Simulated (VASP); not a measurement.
# SnS (Pnma) in VASP: notebook

The runs below take SnS through single point, with PBEsol.

Program: VASP 6.6.1. These are calculated values, not measurements. Logs are shortened: lines on timing, memory, paths and dates and some standing lists are left out, and cuts for length are marked.

**Experimental background.**

From “Linear dichroism of the optical properties of SnS and SnSe van der Waals crystals”, 2024, arxiv:2409.17412, for a bulk crystal of SnS: band gap 1.09 eV (indirect) at 300 K; band gap 1.16 eV (indirect) at 20 K.

The results are compared with them further down.

## Step 1: The cell of the first run

The structure is orthorhombic, space group Pnma (No. 62). Conventional cell: a = 11.097 Å, b = 3.984 Å, c = 4.232 Å, α = 90.00°, β = 90.00°, γ = 90.00°. Sn (site symmetry m) has 6 S at 2.63 to 3.32 Å and 2 Sn at 3.43 Å within 3.5 Å. S (site symmetry m) has 6 Sn at 2.63 to 3.32 Å within 3.5 Å.

## Step 2: Single point, PBEsol

Contents of INCAR:

```
PREC = Accurate ; ENCUT = 500
EDIFF = 1E-6 ; ISMEAR = 0
SIGMA = 0.02 ; LREAL = False
LASPH = True ; NELM = 120
ALGO = Normal ; ISIF = 2
LWAVE = False ; LCHARG = False
GGA = PS ; NBANDS = 50
GGA_COMPAT = False
```

Contents of KPOINTS:

```
regular mesh
0
Gamma
  4 8 6
```

Contents of POSCAR:

```
SnS
1.0
   11.0967528072      0.0000000000      0.0000000000
    0.0000000000      3.9844085433      0.0000000000
    0.0000000000      0.0000000000      4.2315422556
Sn S
4 4
Direct
    0.1185767312      0.2500000000      0.1101694437
    0.3814232688      0.7500000000      0.6101694437
    0.6185767312      0.2500000000      0.3898305563
    0.8814232688      0.7500000000      0.8898305563
    0.8533462265      0.2500000000      0.4747534840
    0.6466537735      0.7500000000      0.9747534840
    0.3533462265      0.2500000000      0.0252465160
    0.1466537735      0.7500000000      0.5252465160
```

Potentials or basis: VASP PAW PBE potentials, release 64 (Sn_d, S).

The run is started by

```
cat potpaw_PBE.64/Sn_d/POTCAR potpaw_PBE.64/S/POTCAR > POTCAR
mpirun -np 1 vasp_std > vasp.out
```

OUTCAR:

```text
PREC = Accurate
   ENCUT = 500
   EDIFF = 1E-6
   ISMEAR = 0
   LREAL = False
   LASPH = True
   NELM = 120
   ISIF = 2
   GGA = PS

 ion  position               nearest neighbor table
   1  0.119  0.250  0.110-   7 2.63   8 2.67   8 2.67   8 3.19   8 3.19   4 3.43   4 3.43
   2  0.381  0.750  0.610-   8 2.63   7 2.67   7 2.67   7 3.19   7 3.19   3 3.43   3 3.43
   3  0.619  0.250  0.390-   5 2.63   6 2.67   6 2.67   6 3.19   6 3.19   2 3.43   2 3.43
   4  0.881  0.750  0.890-   6 2.63   5 2.67   5 2.67   5 3.19   5 3.19   1 3.43   1 3.43
   5  0.853  0.250  0.475-   3 2.63   4 2.67   4 2.67   4 3.19   4 3.19
   6  0.647  0.750  0.975-   4 2.63   3 2.67   3 2.67   3 3.19   3 3.19
   7  0.353  0.250  0.025-   1 2.63   2 2.67   2 2.67   2 3.19   2 3.19
   8  0.147  0.750  0.525-   2 2.63   1 2.67   1 2.67   1 3.19   1 3.19

  LATTYP: Found a simple orthorhombic cell.
 ALAT       =     3.9844085433
 B/A-ratio  =     1.0620251939
 C/A-ratio  =     2.7850439247

  Lattice vectors:

 A1 = (   0.0000000000,   3.9844085433,   0.0000000000)
 A2 = (   0.0000000000,   0.0000000000,   4.2315422556)
 A3 = (  11.0967528072,   0.0000000000,   0.0000000000)

Analysis of symmetry for initial positions (statically):
=====================================================================
 Subroutine PRICEL returns:
 Original cell was already a primitive cell.

 Routine SETGRP: Setting up the symmetry group for a
 simple orthorhombic supercell.

 Subroutine GETGRP returns: Found  8 space group operations
 (whereof  2 operations were pure point group operations)
 out of a pool of  8 trial point group operations.

The static configuration has the point symmetry S_2 .
 The point group associated with its full space group is D_2h.

Analysis of symmetry for dynamics (positions and initial velocities):
=====================================================================
 Subroutine PRICEL returns:
 Original cell was already a primitive cell.

 Routine SETGRP: Setting up the symmetry group for a
 simple orthorhombic supercell.

 Subroutine GETGRP returns: Found  8 space group operations
 (whereof  2 operations were pure point group operations)
 out of a pool of  8 trial point group operations.

The dynamic configuration has the point symmetry S_2 .
 The point group associated with its full space group is D_2h.

 Subroutine INISYM returns: Found  8 space group operations
 (whereof  2 operations are pure point group operations),
 and found     1 'primitive' translations

[... 112 lines left out ...]
   ISIF   =      2    stress and relaxation
   ISYM   =      2    0-nonsym 1-usesym 2-fastsym
   POTIM  = 0.5000    time-step for ionic-motion
   TEBEG  =    0.0;   TEEND  =   0.0 temperature during run
   PSTRESS=    0.0 pullay stress
   NELECT =      80.0000    total number of electrons
   NUPDOWN=      -1.0000    fix difference up-down
   EMIN   =  10.00;   EMAX   =-10.00  energy-range for DOS
   EFERMI =   0.00;   METHOD = LEGACY
   ISMEAR =     0;   SIGMA  =   0.02  broadening in eV -4-tet -1-fermi 0-gaus
   EFERMI_NEDOS =   21; number of points for ismear=-14 and -15
   IALGO  =     38    algorithm
   IMIX   =      4    mixing-type and parameters
     AMIX     =   0.40;   BMIX     =  1.00
     AMIX_MAG =   1.60;   BMIX_MAG =  1.00
  volume/ion in A,a.u.               =      23.39       157.82
  Fermi-wavevector in a.u.,A,eV,Ry     =   1.233347  2.330688 20.696437  1.521145
  Thomas-Fermi vector in A             =   2.368081
   LORBIT       =      0    0 simple, 1 ext, 2 COOP (PROOUT), +10 PAW based schemes
   GGA     = PS    functional components
   LHFCALC =     F    Hartree Fock is set to
   AEXX    =    0.0000 exact exchange contribution
   IVDW    =     0    specifies the selected vdW correction
   LEPSILON=     F    determine dielectric tensor
   LRPA    =     F    only Hartree local field effects (RPA)
 non-spin polarized calculation
 Gauss-broadening in eV      SIGMA  =   0.02
  energy-cutoff  :      500.00
  volume of cell :      187.09
 maximum number of plane-waves:      4789
 NGX is ok and might be reduce to    84
   NGX = 41   NGY = 15   NGZ = 15

 number of electron      80.0000028 magnetization

 Free energy of the ion-electron system (eV)
  ---------------------------------------------------
  ext. energy  EPLUGINS =         0.00000000
  ---------------------------------------------------
  free energy    TOTEN  =       -38.38803386 eV

  energy without entropy =      -38.38803386  energy(sigma->0) =      -38.38803386

 E-fermi :   6.5900     XC(G=0): -10.2102

 val. band max:        6.5057335363   @ k =   0.5000   0.0000   0.5000
 cond. band min:       7.2358331833   @ k =   0.0000   0.0000   0.0000
 fundamental gap:      0.7300996470
 Fermi energy:         6.5899997220

 k-point     1 :       0.0000    0.0000    0.0000
  band No.  band energies     occupation
      1     -14.7192      2.00000
      2     -14.6965      2.00000
      3     -14.6947      2.00000
      4     -14.6869      2.00000
      5     -14.6821      2.00000
      6     -14.6778      2.00000
[... 1261 lines left out ...]
     49      10.9535      0.00000
     50      10.9535      0.00000

 [... further k-points ...]

------------------------ aborting loop because EDIFF is reached ----------------------------------------

  FORCE on cell =-STRESS in cart. coord.  units (eV):
  Direction    XX          YY          ZZ          XY          YZ          ZX
  --------------------------------------------------------------------------------------
  -------------------------------------------------------------------------------------
  Total       -0.0202250     -0.0010277      0.0230640      0.0000000      0.0000000      0.0000000
  in kB       -0.1731969     -0.0088009      0.1975093      0.0000000      0.0000000      0.0000000
  external PRESSURE =       0.0051705 kB  Pullay stress =       0.0000000 kB

 VOLUME and BASIS-vectors are now :
 -----------------------------------------------------------------------------
  energy-cutoff  :      500.00
  volume of cell :      187.09
      direct lattice vectors                 reciprocal lattice vectors
    11.096752807  0.000000000  0.000000000     0.090116453  0.000000000  0.000000000
     0.000000000  3.984408543  0.000000000     0.000000000  0.250978279  0.000000000
     0.000000000  0.000000000  4.231542256     0.000000000  0.000000000  0.236320457

 POSITION                                       TOTAL-FORCE (eV/Angst)
 -----------------------------------------------------------------------------------
      1.31582      0.99610      0.46619        -0.006047     -0.000000     -0.007930
      4.23256      2.98831      2.58196         0.006047     -0.000000     -0.007930
      6.86419      0.99610      1.64958        -0.006047      0.000000      0.007930
      9.78094      2.98831      3.76536         0.006047     -0.000000      0.007930
      9.46937      0.99610      2.00894         0.001736      0.000000     -0.005127
      7.17576      2.98831      4.12471        -0.001736     -0.000000     -0.005127
      3.92100      0.99610      0.10683         0.001736      0.000000      0.005127
      1.62738      2.98831      2.22260        -0.001736      0.000000      0.005127
 -----------------------------------------------------------------------------------
    total drift:                               -0.000000     -0.000000      0.000000

  FREE ENERGIE OF THE ION-ELECTRON SYSTEM (eV)
  ---------------------------------------------------
  free  energy   TOTEN  =       -38.3880338586 eV

  energy  without entropy=      -38.3880338586  energy(sigma->0) =      -38.38803386
```

OSZICAR:

```text
N       E                     dE             d eps       ncg     rms          rms(c)
DAV:   1     0.890089835244E+03    0.89009E+03   -0.36129E+04  6392   0.212E+03
DAV:   2     0.122803696905E+03   -0.76729E+03   -0.74196E+03  6008   0.606E+02
DAV:   3    -0.273960552811E+02   -0.15020E+03   -0.14245E+03  7048   0.208E+02
DAV:   4    -0.389634119365E+02   -0.11567E+02   -0.11313E+02  7160   0.578E+01
DAV:   5    -0.394473267698E+02   -0.48391E+00   -0.48151E+00  7396   0.121E+01    0.117E+01
DAV:   6    -0.384135709423E+02    0.10338E+01   -0.20126E+00  8340   0.784E+00    0.760E+00
DAV:   7    -0.384048061869E+02    0.87648E-02   -0.85120E-01  8198   0.353E+00    0.202E+00
DAV:   8    -0.383879336714E+02    0.16873E-01   -0.11322E-01  8124   0.206E+00    0.511E-01
DAV:   9    -0.383880221592E+02   -0.88488E-04   -0.12669E-02  7412   0.625E-01    0.124E-01
DAV:  10    -0.383880042925E+02    0.17867E-04   -0.98415E-04  8578   0.177E-01    0.793E-02
DAV:  11    -0.383880414926E+02   -0.37200E-04   -0.26560E-04  7924   0.823E-02    0.314E-02
DAV:  12    -0.383880328619E+02    0.86307E-05   -0.49088E-05  7912   0.383E-02    0.962E-03
DAV:  13    -0.383880339416E+02   -0.10797E-05   -0.45373E-06  5800   0.118E-02    0.354E-03
DAV:  14    -0.383880338586E+02    0.83031E-07   -0.39346E-07  3692   0.546E-03
   1 F= -.38388034E+02 E0= -.38388034E+02  d E =-.229403E-11
```

Wall time 3 min (1 thread of Intel Xeon 6975P-C (Granite Rapids), shared host); peak memory 0.51 GiB.

What came out:

```
Free energy            : -38.3880 eV
Pressure               : 0.0 GPa
Largest force          : 0.010 eV/Å
Band gap on the k mesh : 0.73 eV, indirect (least direct gap 1.08 eV)
```

Forces on the atoms (eV/Å):
```
Sn  -0.006  0.000 -0.008
Sn   0.006  0.000 -0.008
Sn  -0.006  0.000  0.008
Sn   0.006  0.000  0.008
S    0.002  0.000 -0.005
S   -0.002  0.000 -0.005
S    0.002  0.000  0.005
S   -0.002  0.000  0.005
```

Caveat: the PAW data sets were made with another functional, which shifts forces and pressure a little; spin-orbit coupling is left out, which moves the levels of the heavy elements.

## Step 3: Single point, PBEsol

This run uses another cell than the first one, of 24.31 Å³/atom, 1.039 times its volume.

Contents of INCAR:

```
ALGO = Normal
EDIFF = 1E-6
ENCUT = 500
GGA = PS
GGA_COMPAT = False
ISIF = 2
ISMEAR = 0
LASPH = True
LCHARG = True
LELF = True
LREAL = False
LVHAR = True
LWAVE = False
NBANDS = 50
NELM = 120
PREC = Accurate
SIGMA = 0.1
```

Contents of KPOINTS:

```
k-points
0
Gamma
  2 4 4
```

Contents of POSCAR:

```
SnS
1.0
   11.3200000000      0.0000000000      0.0000000000
    0.0000000000      4.0500000000      0.0000000000
    0.0000000000      0.0000000000      4.2420000000
Sn S
4 4
Direct
    0.1220000000      0.2500000000      0.0981000000
    0.3780000000      0.7500000000      0.5981000000
    0.6220000000      0.2500000000      0.4019000000
    0.8780000000      0.7500000000      0.9019000000
    0.8507000000      0.2500000000      0.4790000000
    0.6493000000      0.7500000000      0.9790000000
    0.3507000000      0.2500000000      0.0210000000
    0.1493000000      0.7500000000      0.5210000000
```

Potentials or basis: VASP PAW PBE potentials, release 64 (Sn_d, S).

The run is started by

```
cat potpaw_PBE.64/Sn_d/POTCAR potpaw_PBE.64/S/POTCAR > POTCAR
mpirun -np 1 vasp_std > vasp.out
```

It took 59 s on 1 thread of Intel Xeon 6975P-C (Granite Rapids), shared host; peak memory 0.33 GiB.

It converged, with:

- Free energy: -38.3702 eV
- Pressure: -1.6 GPa
- Largest force: 0.113 eV/Å
- Band gap on the k mesh: 0.83 eV, indirect (least direct gap 1.31 eV)

Forces in eV/Å, atoms in the order of the input:
```
Sn   0.040  0.000  0.096
Sn  -0.040  0.000  0.096
Sn   0.040  0.000 -0.096
Sn  -0.040  0.000 -0.096
S    0.059  0.000  0.096
S   -0.059  0.000  0.096
S    0.059  0.000 -0.096
S   -0.059  0.000 -0.096
```

Stress tensor (GPa, compression positive):
```
-0.75  0.00  0.00
 0.00 -2.04  0.00
 0.00  0.00 -2.08
```

Levels at points of the mesh, in eV from the valence-band top:
```tsv
k point	band 37	band 38	band 39	band 40	band 41	band 42	band 43	band 44
(0.00, 0.00, 0.00)	-1.80	-1.34	-0.58	-0.48	0.83	3.19	3.19	3.36
(0.50, 0.00, 0.00)	-2.01	-2.01	-0.50	-0.50	2.73	2.73	2.96	2.96
(0.00, 0.50, 0.00)	-0.92	-0.92	-0.60	-0.60	1.27	1.27	1.83	1.83
(0.50, 0.50, 0.00)	-0.82	-0.82	-0.82	-0.82	1.68	1.68	1.68	1.68
(0.00, 0.00, 0.50)	-0.85	-0.85	-0.07	-0.07	1.53	1.53	1.89	1.89
(0.50, 0.00, 0.50)	-0.67	-0.67	0.00	0.00	1.48	1.48	1.81	1.81
(0.00, 0.50, 0.50)	-2.29	-2.29	-1.49	-1.49	2.92	2.92	3.10	3.10
(0.50, 0.50, 0.50)	-1.63	-1.63	-1.63	-1.63	2.75	2.75	2.75	2.75
```

Caveat: the PAW data sets were made with another functional, which shifts forces and pressure a little; spin-orbit coupling is left out, which moves the levels of the heavy elements.

## Step 4: Comparison with measurements

Step 2. Measured gap of SnS: 1.09 eV (indirect; 300 K; “Linear dichroism of the optical properties of SnS and SnSe van der Waals crystals”, 2024, arxiv:2409.17412). This calculation gives 0.73 eV (-0.36 eV). 2 values of this kind are on record (1.09 to 1.16 eV); this one was drawn at random. Spin-orbit coupling on Sn is left out. The value is that of PBEsol on a finite k mesh, which can miss the band edges, without temperature or zero-point motion. Semilocal functionals fall short of measured gaps as a rule.

Step 3. Measured gap of SnS: 1.16 eV (indirect; 20 K; “Linear dichroism of the optical properties of SnS and SnSe van der Waals crystals”, 2024, arxiv:2409.17412). This calculation gives 0.83 eV (-0.33 eV). 2 values of this kind are on record (1.09 to 1.16 eV); this one was drawn at random. Spin-orbit coupling on Sn is left out. The value is that of PBEsol on a finite k mesh, which can miss the band edges, without temperature or zero-point motion. Semilocal functionals fall short of measured gaps as a rule.
